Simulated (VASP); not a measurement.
# Ge (P4_322) in VASP: notebook

The runs below take Ge through single point, with PBE.

Program: VASP 6.6.1. These are calculated values, not measurements. Logs are shortened: lines on timing, memory, paths and dates and some standing lists are left out, and cuts for length are marked.

**1. The cell of the first run**

The structure is tetragonal, space group P4_322 (No. 95). The conventional cell has a = 7.505 Å, b = 7.505 Å, c = 3.949 Å, α = 90.00°, β = 90.00°, γ = 90.00°. Ge (site symmetry 1) has 4 Ge at 2.49 to 2.62 Å within 3.3 Å.

**2. Single point, PBE**

INCAR

```
  PREC = Accurate
  ENCUT = 520
  EDIFF = 1E-6
  ISMEAR = 0
  SIGMA = 0.1
  LREAL = F
  LASPH = T
  NELM = 100
  ALGO = Normal
  ISIF = 2
  LWAVE = F
  LCHARG = F
  GGA = PE
  NBANDS = 66
```

KPOINTS

```
regular mesh
0
Gamma
  6 6 10
```

POSCAR

```
Ge
1.0
    7.5050554606      0.0000000000      0.0000000000
    0.0000000000      7.5050554606      0.0000000000
    0.0000000000      0.0000000000      3.9485591987
Ge
8
Direct
    0.1081865818      0.3311765253      0.2395886729
    0.8918134182      0.6688234747      0.7395886729
    0.6688234747      0.1081865818      0.9895886729
    0.3311765253      0.8918134182      0.4895886729
    0.3311765253      0.1081865818      0.0104113271
    0.6688234747      0.8918134182      0.5104113271
    0.8918134182      0.3311765253      0.7604113271
    0.1081865818      0.6688234747      0.2604113271
```

Potentials or basis: VASP PAW PBE potentials, release 64 (Ge_d).

Command:

```
cat potpaw_PBE.64/Ge_d/POTCAR > POTCAR
mpirun -np 1 vasp_std > vasp.out
```

OUTCAR:

```text
PREC = Accurate
   ENCUT = 520
   EDIFF = 1E-6
   ISMEAR = 0
   LREAL = F
   LASPH = T
   NELM = 100
   ISIF = 2
   GGA = PE

 ion  position               nearest neighbor table
   1  0.108  0.331  0.240-   7 2.49   5 2.53   8 2.54   7 2.62
   2  0.892  0.669  0.740-   8 2.49   6 2.53   7 2.54   8 2.62
   3  0.669  0.108  0.990-   6 2.49   7 2.53   5 2.54   6 2.62
   4  0.331  0.892  0.490-   5 2.49   8 2.53   6 2.54   5 2.62
   5  0.331  0.108  0.010-   4 2.49   1 2.53   3 2.54   4 2.62
   6  0.669  0.892  0.510-   3 2.49   2 2.53   4 2.54   3 2.62
   7  0.892  0.331  0.760-   1 2.49   3 2.53   2 2.54   1 2.62
   8  0.108  0.669  0.260-   2 2.49   4 2.53   1 2.54   2 2.62

  LATTYP: Found a simple tetragonal cell.
 ALAT       =     7.5050554606
 C/A-ratio  =     0.5261199227

  Lattice vectors:

 A1 = (   7.5050554606,   0.0000000000,   0.0000000000)
 A2 = (   0.0000000000,   7.5050554606,   0.0000000000)
 A3 = (   0.0000000000,   0.0000000000,   3.9485591987)

Analysis of symmetry for initial positions (statically):
=====================================================================
 Subroutine PRICEL returns:
 Original cell was already a primitive cell.

 Routine SETGRP: Setting up the symmetry group for a
 simple tetragonal supercell.

 Subroutine GETGRP returns: Found  8 space group operations
 (whereof  2 operations were pure point group operations)
 out of a pool of 16 trial point group operations.

The static configuration has the point symmetry C_2 .
 The point group associated with its full space group is D_4 .

Analysis of symmetry for dynamics (positions and initial velocities):
=====================================================================
 Subroutine PRICEL returns:
 Original cell was already a primitive cell.

 Routine SETGRP: Setting up the symmetry group for a
 simple tetragonal supercell.

 Subroutine GETGRP returns: Found  8 space group operations
 (whereof  2 operations were pure point group operations)
 out of a pool of 16 trial point group operations.

The dynamic configuration has the point symmetry C_2 .
 The point group associated with its full space group is D_4 .

 Subroutine INISYM returns: Found  8 space group operations
 (whereof  2 operations are pure point group operations),
 and found     1 'primitive' translations

----------------------------------------------------------------------------------------

                                     Primitive cell

  volume of cell :     222.4060

  direct lattice vectors                    reciprocal lattice vectors
     7.505055461  0.000000000  0.000000000     0.133243519  0.000000000  0.000000000
     0.000000000  7.505055461  0.000000000     0.000000000  0.133243519  0.000000000
     0.000000000  0.000000000  3.948559199     0.000000000  0.000000000  0.253256935

  length of vectors
     7.505055461  7.505055461  3.948559199     0.133243519  0.133243519  0.253256935

  position of ions in fractional coordinates (direct lattice)
     0.108186582  0.331176525  0.239588673
     0.891813418  0.668823475  0.739588673
     0.668823475  0.108186582  0.989588673
     0.331176525  0.891813418  0.489588673
     0.331176525  0.108186582  0.010411327
     0.668823475  0.891813418  0.510411327
     0.891813418  0.331176525  0.760411327
     0.108186582  0.668823475  0.260411327

  ion indices of the primitive-cell ions
   primitive index   ion index
                 1           1
                 2           2
                 3           3
                 4           4
                 5           5
                 6           6
                 7           7
                 8           8

----------------------------------------------------------------------------------------

 KPOINTS: regular mesh

Automatic generation of k-mesh.
 Grid dimensions read from file:
 generate k-points for:    6    6   10

 Generating k-lattice:

  Cartesian coordinates                     Fractional coordinates (reciprocal lattice)
     0.022207253  0.000000000  0.000000000     0.166666667  0.000000000  0.000000000
     0.000000000  0.022207253  0.000000000     0.000000000  0.166666667  0.000000000
     0.000000000  0.000000000  0.025325693     0.000000000  0.000000000  0.100000000

  Length of vectors
     0.022207253  0.022207253  0.025325693

  Shift w.r.t. Gamma in fractional coordinates (k-lattice)
     0.000000000  0.000000000  0.000000000

 Subroutine IBZKPT returns following result:
 ===========================================

 Found     60 irreducible k-points:

 Following reciprocal coordinates:
            Coordinates               Weight
  0.000000  0.000000  0.000000      1.000000
  0.166667  0.000000  0.000000      4.000000
  0.333333  0.000000  0.000000      4.000000
  0.500000  0.000000  0.000000      2.000000
  0.166667  0.166667  0.000000      4.000000
  0.333333  0.166667  0.000000      8.000000
[... 16 lines left out ...]
  0.333333  0.000000  0.200000      8.000000
  0.500000  0.000000  0.200000      4.000000
 [... further k-points ...]
   k-points           NKPTS =     60   k-points in BZ     NKDIM =     60   number of bands    NBANDS=     66
   number of dos      NEDOS =    301   number of ions     NIONS =      8
   total plane-waves  NPLWV =  94080
   dimension x,y,z NGX =    56 NGY =   56 NGZ =   30
   dimension x,y,z NGXF=   112 NGYF=  112 NGZF=   60
   ions per type =               8
   NGX,Y,Z   is equivalent  to a cutoff of  12.40, 12.40, 12.63 a.u.
   NGXF,Y,Z  is equivalent  to a cutoff of  24.81, 24.81, 25.26 a.u.
 SYSTEM =  unknown system
   PREC   = accura    normal or accurate (medium, high low for compatibility)
   ISTART =      0    job   : 0-new  1-cont  2-samecut
   ICHARG =      2    charge: 1-file 2-atom 10-const
   ISPIN  =      1    spin polarized calculation?
   LNONCOLLINEAR =      F non collinear calculations
   LSORBIT =      F    spin-orbit coupling
   LASPH  =      T    aspherical Exc in radial PAW
   ENCUT  =  520.0 eV  38.22 Ry    6.18 a.u.  13.95 13.95  7.34*2*pi/ulx,y,z
   NELM   =    100;   NELMIN=  2; NELMDL= -5     # of ELM steps
   EDIFF  = 0.1E-05   stopping-criterion for ELM
   LREAL  =      F    real-space projection
   EDIFFG = 0.1E-04   stopping-criterion for IOM
   NSW    =      0    number of steps for IOM
   IBRION =     -1    ionic relax: 0-MD 1-quasi-New 2-CG
   NFREE  =      0    steps in history (QN), initial steepest desc. (CG)
   ISIF   =      2    stress and relaxation
   ISYM   =      2    0-nonsym 1-usesym 2-fastsym
   POTIM  = 0.5000    time-step for ionic-motion
   TEBEG  =    0.0;   TEEND  =   0.0 temperature during run
   PSTRESS=    0.0 pullay stress
   NELECT =     112.0000    total number of electrons
   NUPDOWN=      -1.0000    fix difference up-down
   EMIN   =  10.00;   EMAX   =-10.00  energy-range for DOS
   EFERMI =   0.00;   METHOD = LEGACY
   ISMEAR =     0;   SIGMA  =   0.10  broadening in eV -4-tet -1-fermi 0-gaus
   EFERMI_NEDOS =   21; number of points for ismear=-14 and -15
   IALGO  =     38    algorithm
   IMIX   =      4    mixing-type and parameters
     AMIX     =   0.40;   BMIX     =  1.00
     AMIX_MAG =   1.60;   BMIX_MAG =  1.00
  volume/ion in A,a.u.               =      27.80       187.61
  Fermi-wavevector in a.u.,A,eV,Ry     =   1.302463  2.461298 23.081053  1.696410
  Thomas-Fermi vector in A             =   2.433529
   LORBIT       =      0    0 simple, 1 ext, 2 COOP (PROOUT), +10 PAW based schemes
   GGA     = PE    functional components
   LHFCALC =     F    Hartree Fock is set to
   AEXX    =    0.0000 exact exchange contribution
   IVDW    =     0    specifies the selected vdW correction
   LEPSILON=     F    determine dielectric tensor
   LRPA    =     F    only Hartree local field effects (RPA)
 non-spin polarized calculation
 Gauss-broadening in eV      SIGMA  =   0.10
  energy-cutoff  :      520.00
  volume of cell :      222.41
 maximum number of plane-waves:      6022
 NGX is ok and might be reduce to    56
   NGX = 27   NGY = 27   NGZ = 15

 number of electron     111.9999848 magnetization

 Free energy of the ion-electron system (eV)
  ---------------------------------------------------
  ext. energy  EPLUGINS =         0.00000000
  ---------------------------------------------------
  free energy    TOTEN  =       -33.67718526 eV

  energy without entropy =      -33.66498282  energy(sigma->0) =      -33.67108404

 E-fermi :   3.0778     XC(G=0):  -8.7707

 val. band max:        3.0632606983   @ k =   0.5000   0.5000   0.4000
 cond. band min:       3.1273204709   @ k =   0.3333   0.3333   0.4000
 fundamental gap:      0.0640597726
 Fermi energy:         3.0778238986

 k-point     1 :       0.0000    0.0000    0.0000
  band No.  band energies     occupation
      1     -21.5574      2.00000
      2     -21.5206      2.00000
      3     -21.5206      2.00000
      4     -21.5187      2.00000
      5     -21.5125      2.00000
      6     -21.4933      2.00000
[... 58 lines left out ...]
     65       7.0642      0.00000
     66       7.5528      0.00000

 k-point     2 :       0.1667    0.0000    0.0000
  band No.  band energies     occupation
      1     -21.5555      2.00000
      2     -21.5238      2.00000
      3     -21.5193      2.00000
      4     -21.5170      2.00000
      5     -21.5137      2.00000
      6     -21.4935      2.00000
[... 58 lines left out ...]
     65       6.7390      0.00000
     66       7.4223      0.00000

 k-point     3 :       0.3333    0.0000    0.0000
  band No.  band energies     occupation
      1     -21.5502      2.00000
      2     -21.5316      2.00000
      3     -21.5172      2.00000
      4     -21.5166      2.00000
      5     -21.5115      2.00000
      6     -21.4940      2.00000
[... 1438 lines left out ...]
     65       7.1088      0.00000
     66       7.7639      0.00000

 k-point    24 :       0.5000    0.0000    0.2000
  band No.  band energies     occupation
      1     -21.5408      2.00000
      2     -21.5379      2.00000
      3     -21.5169      2.00000
      4     -21.5159      2.00000
      5     -21.5042      2.00000
      6     -21.4901      2.00000
[... 58 lines left out ...]
     65       7.0566      0.00000
     66       7.5508      0.00000

 [... further k-points ...]
[... 5 lines left out ...]
  --------------------------------------------------------------------------------------
  -------------------------------------------------------------------------------------
  Total       -0.0013409     -0.0013409     -0.0194491      0.0000000      0.0000000     -0.0000000
  in kB       -0.0096595     -0.0096595     -0.1401083      0.0000000      0.0000000     -0.0000000
  external PRESSURE =      -0.0531424 kB  Pullay stress =       0.0000000 kB

 VOLUME and BASIS-vectors are now :
 -----------------------------------------------------------------------------
  energy-cutoff  :      520.00
  volume of cell :      222.41
      direct lattice vectors                 reciprocal lattice vectors
     7.505055461  0.000000000  0.000000000     0.133243519  0.000000000  0.000000000
     0.000000000  7.505055461  0.000000000     0.000000000  0.133243519  0.000000000
     0.000000000  0.000000000  3.948559199     0.000000000  0.000000000  0.253256935

 POSITION                                       TOTAL-FORCE (eV/Angst)
 -----------------------------------------------------------------------------------
      0.81195      2.48550      0.94603         0.005519      0.000953      0.001241
      6.69311      5.01956      2.92031        -0.005519     -0.000953      0.001241
      5.01956      0.81195      3.90745        -0.000953      0.005519      0.001241
      2.48550      6.69311      1.93317         0.000953     -0.005519      0.001241
      2.48550      0.81195      0.04111         0.000953      0.005519     -0.001241
      5.01956      6.69311      2.01539        -0.000953     -0.005519     -0.001241
      6.69311      2.48550      3.00253        -0.005519      0.000953     -0.001241
      0.81195      5.01956      1.02825         0.005519     -0.000953     -0.001241
 -----------------------------------------------------------------------------------
    total drift:                                0.000000     -0.000000      0.000000

  FREE ENERGIE OF THE ION-ELECTRON SYSTEM (eV)
  ---------------------------------------------------
  free  energy   TOTEN  =       -33.6771852641 eV

  energy  without entropy=      -33.6649828152  energy(sigma->0) =      -33.67108404
```

It took 13 min on 1 thread of Intel Xeon Platinum 8259CL at 2.50GHz (Skylake/Cascade Lake), shared host; peak memory 0.68 GiB.

What came out:

```
Free energy            : -33.6772 eV
Pressure               : 0.0 GPa
Largest force          : 0.006 eV/Å
Band gap on the k mesh : zero (band 56 reaches 3.29 eV, above the bottom of band 57 at 2.86 eV)
```

Forces in eV/Å, atoms in the order of the input:
```
Ge   0.006  0.001  0.001
Ge  -0.006 -0.001  0.001
Ge  -0.001  0.006  0.001
Ge   0.001 -0.006  0.001
Ge   0.001  0.006 -0.001
Ge  -0.001 -0.006 -0.001
Ge  -0.006  0.001 -0.001
Ge   0.006 -0.001 -0.001
```

Levels at points of the mesh, in eV from the Fermi level:
```
           k point  band 52  band 53  band 54  band 55  band 56  band 57  band 58  band 59  band 60  band 61
(0.00, 0.00, 0.00)    -1.38    -0.97    -0.47    -0.47    -0.12     0.39     1.04     1.04     2.75     2.75
(0.50, 0.00, 0.00)    -1.52    -1.24    -1.18    -0.07     0.17     1.17     1.55     1.67     1.84     2.43
(0.50, 0.50, 0.00)    -1.66    -1.05    -0.32    -0.17    -0.17     0.36     0.71     1.05     1.05     1.65
(0.00, 0.00, 0.50)    -2.71    -2.28    -2.28    -2.06    -2.06     1.04     1.04     1.62     1.62     2.73
(0.50, 0.00, 0.50)    -2.97    -1.83    -1.83    -0.87    -0.87    -0.04    -0.04     1.73     1.73     2.57
(0.50, 0.50, 0.50)    -2.37    -2.19    -2.19    -1.35    -1.35     0.47     0.47     1.13     1.13     2.86
```

**3. Single point, PBE**

This run uses another cell than the first one, of 23.50 Å³/atom, 0.845 times its volume.

INCAR

```
SYSTEM = Ge
PREC = Accurate ; ENCUT = 520
EDIFF = 1E-7 ; ISMEAR = 0
SIGMA = 0.1 ; LREAL = .FALSE.
LASPH = .TRUE. ; NELM = 100
ALGO = Normal ; ISIF = 2
LWAVE = .FALSE. ; LCHARG = .FALSE.
GGA = PE ; NBANDS = 66
```

KPOINTS

```
regular mesh
0
G
  4 4 4
  0 0 0
```

POSCAR

```
Ge
1.0
    7.0579586500      0.0000000000      0.0000000000
    0.0000000000      7.0579586500      0.0000000000
    0.0000000000      0.0000000000      3.7739991000
Ge
8
Direct
    0.1032208100      0.3296015700      0.2416469600
    0.8967791900      0.6703984300      0.7416469600
    0.6703984300      0.1032208100      0.9916469600
    0.3296015700      0.8967791900      0.4916469600
    0.3296015700      0.1032208100      0.0083530400
    0.6703984300      0.8967791900      0.5083530400
    0.8967791900      0.3296015700      0.7583530400
    0.1032208100      0.6703984300      0.2583530400
```

Potentials or basis: VASP PAW PBE potentials, release 64 (Ge_d).

Command:

```
cat potpaw_PBE.64/Ge_d/POTCAR > POTCAR
mpirun -np 1 vasp_std > vasp.out
```

Run time: 4.4 min. Hardware: 1 thread of Intel Xeon Platinum 8259CL at 2.50GHz (Skylake/Cascade Lake), shared host; peak memory 0.35 GiB.

Results (log left out):

```yaml
Free_energy: -32.3876 eV
Pressure: 11.9 GPa
Largest_force: 1.192 eV/Å
Band_gap_on_the_k_mesh: zero (band 56 reaches 4.46 eV, above the bottom of band 57 at 4.34 eV)
```

Forces in eV/Å, atoms in the order of the input:
```
Ge   1.043 -0.467  0.340
Ge  -1.043  0.467  0.340
Ge   0.467  1.043  0.340
Ge  -0.467 -1.043  0.340
Ge  -0.467  1.043 -0.340
Ge   0.467 -1.043 -0.340
Ge  -1.043 -0.467 -0.340
Ge   1.043  0.467 -0.340
```

Stress tensor (GPa, compression positive):
```
10.39  0.00  0.00
 0.00 10.39  0.00
 0.00  0.00 14.86
```

Levels at points of the mesh, in eV from the Fermi level:
| k point | band 53 | band 54 | band 55 | band 56 | band 57 | band 58 | band 59 | band 60 |
| --- | --- | --- | --- | --- | --- | --- | --- | --- |
| (0.00, 0.00, 0.00) | -0.41 | -0.41 | -0.38 | -0.08 | 0.10 | 1.15 | 1.15 | 2.95 |
| (0.50, 0.00, 0.00) | -1.46 | -1.20 | -0.43 | -0.08 | 1.15 | 1.90 | 2.01 | 2.27 |
| (0.50, 0.50, 0.00) | -1.05 | -0.42 | -0.42 | -0.40 | 0.27 | 0.67 | 1.48 | 1.76 |
| (0.00, 0.00, 0.50) | -2.60 | -2.60 | -2.29 | -2.29 | 1.40 | 1.40 | 1.74 | 1.74 |
| (0.50, 0.00, 0.50) | -2.12 | -2.12 | -0.98 | -0.98 | 0.07 | 0.07 | 2.08 | 2.08 |
| (0.50, 0.50, 0.50) | -2.61 | -2.61 | -1.51 | -1.51 | 0.71 | 0.71 | 1.28 | 1.28 |

Caveat: the k points lie up to 0.42 Å⁻¹ apart; forces of over 1 eV/Å act on the atoms, so gaps and moduli don't describe the material at rest.
